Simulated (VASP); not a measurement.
# C in VASP: single point with PBE+D3(BJ)

Aim: the single point of C with PBE+D3(BJ).

Everything below comes from runs of VASP 6.6.1. Logs are shortened: lines on timing, memory, paths and dates and some standing lists are left out, and cuts for length are marked.

## (1) The cell of the first run

The cell holds a slab with vacuum, 7 atoms: a = 2.465 Å, b = 2.465 Å, c = 25.749 Å, α = 90.00°, β = 90.00°, γ = 60.00°.

## (2) Single point, PBE+D3(BJ), collinear spin

Input file INCAR:

```
ALGO = Normal
DIPOL = 0.5 0.5 0.486
EDIFF = 1E-7
ENCUT = 520
GGA = PE
IDIPOL = 3
ISIF = 2
ISMEAR = 0
ISPIN = 2
IVDW = 12
LASPH = T
LCHARG = F
LDIPOL = T
LORBIT = 11
LREAL = F
LWAVE = F
MAGMOM = 0 0 0 0 0 0 2
NBANDS = 27
NELM = 150
PREC = Accurate
SIGMA = 0.05
```

Input file KPOINTS:

```
k-points
0
Gamma
  12 12 1
```

Input file POSCAR:

```
C
1.0
    2.4649373942      0.0000000000      0.0000000000
    1.2324826688      2.1346903355      0.0000000000
    0.0000000000      0.0000000000     25.7486607930
C
7
Direct
    0.1656238015      0.1656238015      0.3301142559
    0.4989565371      0.4989565371      0.3301441472
    0.4980955844      0.4980955844      0.4607734404
    0.8314295254      0.8314295254      0.4609054428
    0.8305612829      0.8305612829      0.5810450188
    0.1638930133      0.1638930133      0.5891749330
    0.1639004986      0.1639004986      0.6517675945
```

Potentials or basis: VASP PAW PBE potentials, release 64 (C).

Command:

```bash
$ cat potpaw_PBE.64/C/POTCAR > POTCAR
$ mpirun -np 1 vasp_std > vasp.out
```

OUTCAR:

```text
EDIFF = 1E-7
   ENCUT = 520
   GGA = PE
   ISIF = 2
   ISMEAR = 0
   ISPIN = 2
   IVDW = 12
   LASPH = T
   LORBIT = 11
   LREAL = F
   NELM = 150
   PREC = Accurate
 IVDW          = 12

 ion  position               nearest neighbor table
   1  0.166  0.166  0.330-   2 1.42   2 1.42   2 1.42
   2  0.499  0.499  0.330-   1 1.42   1 1.42   1 1.42
   3  0.498  0.498  0.461-   4 1.42   4 1.42   4 1.42
   4  0.831  0.831  0.461-   3 1.42   3 1.42   3 1.42
   5  0.831  0.831  0.581-   6 1.44   6 1.44   6 1.44
   6  0.164  0.164  0.589-   5 1.44   5 1.44   5 1.44   7 1.61
   7  0.164  0.164  0.652-   6 1.61

  LATTYP: Found a hexagonal cell.
 ALAT       =     2.4649373942
 C/A-ratio  =    10.4459694812

  Lattice vectors:

 A1 = (  -1.2324826688,  -2.1346903355,   0.0000000000)
 A2 = (   2.4649373942,   0.0000000000,   0.0000000000)
 A3 = (   0.0000000000,   0.0000000000,  25.7486607930)

Analysis of symmetry for initial positions (statically):
=====================================================================
 Subroutine PRICEL returns:
 Original cell was already a primitive cell.

 Routine SETGRP: Setting up the symmetry group for a
 hexagonal supercell.

 Subroutine GETGRP returns: Found  2 space group operations
 (whereof  2 operations were pure point group operations)
 out of a pool of 24 trial point group operations.

The static configuration has the point symmetry C_1h.

Analysis of symmetry for dynamics (positions and initial velocities):
=====================================================================
 Subroutine PRICEL returns:
 Original cell was already a primitive cell.

 Routine SETGRP: Setting up the symmetry group for a
 hexagonal supercell.

 Subroutine GETGRP returns: Found  2 space group operations
 (whereof  2 operations were pure point group operations)
 out of a pool of 24 trial point group operations.

The dynamic configuration has the point symmetry C_1h.

Analysis of structural, dynamic, and magnetic symmetry:
=====================================================================
 Subroutine PRICEL returns:
 Original cell was already a primitive cell.

 Routine SETGRP: Setting up the symmetry group for a
 hexagonal supercell.

 Subroutine GETGRP returns: Found  2 space group operations
 (whereof  2 operations were pure point group operations)
 out of a pool of 24 trial point group operations.

The overall configuration has the point symmetry C_1h.

 Subroutine INISYM returns: Found  2 space group operations
 (whereof  2 operations are pure point group operations),
 and found     1 'primitive' translations

----------------------------------------------------------------------------------------

                                     Primitive cell

  volume of cell :     135.4863

  direct lattice vectors                    reciprocal lattice vectors
     2.464937394  0.000000000  0.000000000     0.405689817 -0.234228665  0.000000000
     1.232482669  2.134690336  0.000000000     0.000000000  0.468452020  0.000000000
     0.000000000  0.000000000 25.748660793     0.000000000  0.000000000  0.038836971

  length of vectors
     2.464937394  2.464937394 25.748660793     0.468452020  0.468452020  0.038836971

  position of ions in fractional coordinates (direct lattice)
     0.165623801  0.165623801  0.330114256
     0.498956537  0.498956537  0.330144147
     0.498095584  0.498095584  0.460773440
     0.831429525  0.831429525  0.460905443
     0.830561283  0.830561283  0.581045019
     0.163893013  0.163893013  0.589174933
     0.163900499  0.163900499  0.651767595

  ion indices of the primitive-cell ions
   primitive index   ion index
                 1           1
                 2           2
                 3           3
                 4           4
                 5           5
                 6           6
[... 56 lines left out ...]
   number of dos      NEDOS =    301   number of ions     NIONS =      7
   total plane-waves  NPLWV =  62208
   dimension x,y,z NGX =    18 NGY =   18 NGZ =  192
   dimension x,y,z NGXF=    36 NGYF=   36 NGZF=  384
   ions per type =               7
   NGX,Y,Z   is equivalent  to a cutoff of  12.14, 12.14, 12.40 a.u.
   NGXF,Y,Z  is equivalent  to a cutoff of  24.28, 24.28, 24.79 a.u.
 SYSTEM =  unknown system
   PREC   = accura    normal or accurate (medium, high low for compatibility)
   ISTART =      0    job   : 0-new  1-cont  2-samecut
   ICHARG =      2    charge: 1-file 2-atom 10-const
   ISPIN  =      2    spin polarized calculation?
   LNONCOLLINEAR =      F non collinear calculations
   LSORBIT =      F    spin-orbit coupling
   LASPH  =      T    aspherical Exc in radial PAW
   ENCUT  =  520.0 eV  38.22 Ry    6.18 a.u.   4.58  4.58 47.88*2*pi/ulx,y,z
   NELM   =    150;   NELMIN=  2; NELMDL= -5     # of ELM steps
   EDIFF  = 0.1E-06   stopping-criterion for ELM
   LREAL  =      F    real-space projection
   EDIFFG = 0.1E-05   stopping-criterion for IOM
   NSW    =      0    number of steps for IOM
   IBRION =     -1    ionic relax: 0-MD 1-quasi-New 2-CG
   NFREE  =      0    steps in history (QN), initial steepest desc. (CG)
   ISIF   =      2    stress and relaxation
   ISYM   =      2    0-nonsym 1-usesym 2-fastsym
   POTIM  = 0.5000    time-step for ionic-motion
   TEBEG  =    0.0;   TEEND  =   0.0 temperature during run
   PSTRESS=    0.0 pullay stress
   NELECT =      28.0000    total number of electrons
   NUPDOWN=      -1.0000    fix difference up-down
   EMIN   =  10.00;   EMAX   =-10.00  energy-range for DOS
   EFERMI =   0.00;   METHOD = LEGACY
   ISMEAR =     0;   SIGMA  =   0.05  broadening in eV -4-tet -1-fermi 0-gaus
   EFERMI_NEDOS =   21; number of points for ismear=-14 and -15
   IALGO  =     38    algorithm
   IMIX   =      4    mixing-type and parameters
     AMIX     =   0.40;   BMIX     =  1.00
     AMIX_MAG =   1.60;   BMIX_MAG =  1.00
  volume/ion in A,a.u.               =      19.36       130.62
  Fermi-wavevector in a.u.,A,eV,Ry     =   0.967897  1.829060 12.746266  0.936824
  Thomas-Fermi vector in A             =   2.097821
   LORBIT       =     11    0 simple, 1 ext, 2 COOP (PROOUT), +10 PAW based schemes
   GGA     = PE    functional components
   LHFCALC =     F    Hartree Fock is set to
   AEXX    =    0.0000 exact exchange contribution
   IVDW    =    12    specifies the selected vdW correction
   LEPSILON=     F    determine dielectric tensor
   LRPA    =     F    only Hartree local field effects (RPA)
 spin polarized calculation
 Gauss-broadening in eV      SIGMA  =   0.05
  energy-cutoff  :      520.00
  volume of cell :      135.49
 maximum number of plane-waves:      3696
   NGX =  9   NGY =  9   NGZ = 95

 dipolmoment           0.000000      0.000000     -0.002775 electrons x Angstroem

 number of electron      27.9999994 magnetization      -0.0000114

 number of electron      27.9999994 magnetization       0.0000049

 dipolmoment           0.000000      0.000000      0.048392 electrons x Angstroem

 Free energy of the ion-electron system (eV)
  ---------------------------------------------------
  ext. energy  EPLUGINS =         0.00000000
  ---------------------------------------------------
  free energy    TOTEN  =       -58.98334199 eV

  energy without entropy =      -58.98133696  energy(sigma->0) =      -58.98233947

 E-fermi :  -0.3793     XC(G=0):  -5.0506

 val. band max:       -0.5106190061   @ k =  -0.3333   0.3333   0.0000
 cond. band min:      -0.3537076928   @ k =   0.3333   0.5000   0.0000
 fundamental gap:      0.1569113133
 Fermi energy:        -0.3792671597

 spin component 1

 k-point     1 :       0.0000    0.0000    0.0000
  band No.  band energies     occupation
      1     -22.1430      1.00000
      2     -20.4109      1.00000
      3     -20.0149      1.00000
      4     -14.0995      1.00000
      5      -8.9192      1.00000
      6      -7.9489      1.00000
[... 685 lines left out ...]
     25       9.4842      0.00000
     26      10.1771      0.00000

 [... further k-points ...]

 spin component 2

 k-point     1 :       0.0000    0.0000    0.0000
  band No.  band energies     occupation
      1     -22.1430      1.00000
      2     -20.4109      1.00000
      3     -20.0149      1.00000
      4     -14.0995      1.00000
      5      -8.9192      1.00000
      6      -7.9489      1.00000
[... 685 lines left out ...]
     25       9.4718      0.00000
     26      10.1682      0.00000

 [... further k-points ...]

 [bands above 26 left out]

------------------------ aborting loop because EDIFF is reached ----------------------------------------

 vacuum level on the upper side and lower side of the slab       (xc-potential included)         0.704        -0.922

 Edisp (eV)   -0.98299

 E8    (eV) :    -0.2897

  FORCE on cell =-STRESS in cart. coord.  units (eV):
  Direction    XX          YY          ZZ          XY          YZ          ZX
  --------------------------------------------------------------------------------------
  -------------------------------------------------------------------------------------
  Total       2.21724     2.21696     0.03153     0.00023     0.00051     0.00089
  in kB      26.21966    26.21645     0.37283     0.00278     0.00605     0.01047
  external pressure =       17.60 kB  Pullay stress =        0.00 kB

 VOLUME and BASIS-vectors are now :
 -----------------------------------------------------------------------------
  energy-cutoff  :      520.00
  volume of cell :      135.49
      direct lattice vectors                 reciprocal lattice vectors
     2.464937394  0.000000000  0.000000000     0.405689817 -0.234228665  0.000000000
     1.232482669  2.134690336  0.000000000     0.000000000  0.468452020  0.000000000
     0.000000000  0.000000000 25.748660793     0.000000000  0.000000000  0.038836971

 POSITION                                       TOTAL-FORCE (eV/Angst)
 -----------------------------------------------------------------------------------
      0.61238      0.35356      8.50000        -0.000856     -0.000494      0.005732
      1.84485      1.06512      8.50077         0.000853      0.000493     -0.005250
      1.84167      1.06328     11.86430        -0.000052     -0.000030     -0.005221
      3.07414      1.77484     11.86770        -0.000048     -0.000028      0.004010
      3.07093      1.77299     14.96113        -0.000193     -0.000112     -0.029586
      0.60598      0.34986     15.17047         0.000070      0.000040     -0.009844
      0.60601      0.34988     16.78214         0.000227      0.000131      0.040160
 -----------------------------------------------------------------------------------
    total drift:                               -0.000863     -0.000498     -0.000217

  FREE ENERGIE OF THE ION-ELECTRON SYSTEM (eV)
  ---------------------------------------------------
  free  energy   TOTEN  =       -59.9663294089 eV

  energy  without entropy=      -59.9643243755  energy(sigma->0) =      -59.96532689

 vacuum level on the upper side and lower side of the slab         5.360         3.696

 total charge

# of ion       s       p       d       tot
------------------------------------------
    1        0.862   1.792   0.000   2.654
    2        0.864   1.786   0.000   2.649
    3        0.863   1.789   0.000   2.652
    4        0.863   1.789   0.000   2.652
    5        0.878   1.740   0.000   2.618
    6        0.851   1.840   0.000   2.691
    7        1.049   1.052   0.000   2.101
--------------------------------------------------
tot          6.231  11.787   0.000  18.018

 magnetization (x)

# of ion       s       p       d       tot
------------------------------------------
    1       -0.000  -0.000   0.000  -0.000
    2        0.000   0.000   0.000   0.000
    3       -0.000   0.000   0.000  -0.000
    4       -0.000  -0.000   0.000  -0.000
    5       -0.000   0.000   0.000   0.000
    6        0.000   0.000   0.000   0.000
    7        0.000   0.000   0.000   0.000
--------------------------------------------------
tot          0.000   0.000   0.000   0.000
```

Wall time 10 min (1 thread of Intel Xeon Platinum 8259CL at 2.50GHz (Skylake/Cascade Lake), shared host); peak memory 0.41 GiB.

What came out:

```yaml
Free_energy: -59.9663 eV
Largest_force: 0.040 eV/Å
Band_gap_on_the_k_mesh: zero (filled and empty bands overlap)
Net_moment: 0.00 μB per cell
Valence_electrons_inside_the_program's_atomic_spheres: C 2.65, 2.62, 2.69, 2.10
Dispersion_energy_per_atom: -0.140 eV
```

Forces in eV/Å, atoms in the order of the input:
```
C   -0.001  0.000  0.006
C    0.001  0.000 -0.005
C    0.000  0.000 -0.005
C    0.000  0.000  0.004
C    0.000  0.000 -0.030
C    0.000  0.000 -0.010
C    0.000  0.000  0.040
```

Levels at points of the mesh, in eV from the Fermi level:
Spin up:
```
           k point  band 10  band 11  band 12  band 13  band 14  band 15  band 16  band 17  band 18  band 19
(0.00, 0.00, 0.00)    -3.52    -3.52    -3.15    -3.15     0.30     3.47     4.25     4.25     4.79     5.44
(0.50, 0.00, 0.00)    -6.53    -4.93    -3.00    -2.68    -2.45     0.08     1.14     1.65     2.68     5.20
(0.50, 0.50, 0.00)    -6.53    -4.93    -2.99    -2.68    -2.45     0.08     1.14     1.65     2.68     5.20
```
Spin down:
```tsv
k point	band 12	band 13	band 14	band 15	band 16	band 17
(0.00, 0.00, 0.00)	-3.15	-3.15	0.30	3.47	4.25	4.25
(0.50, 0.00, 0.00)	-3.00	-2.68	-2.45	0.08	1.14	1.65
(0.50, 0.50, 0.00)	-2.99	-2.68	-2.45	0.08	1.14	1.65
```
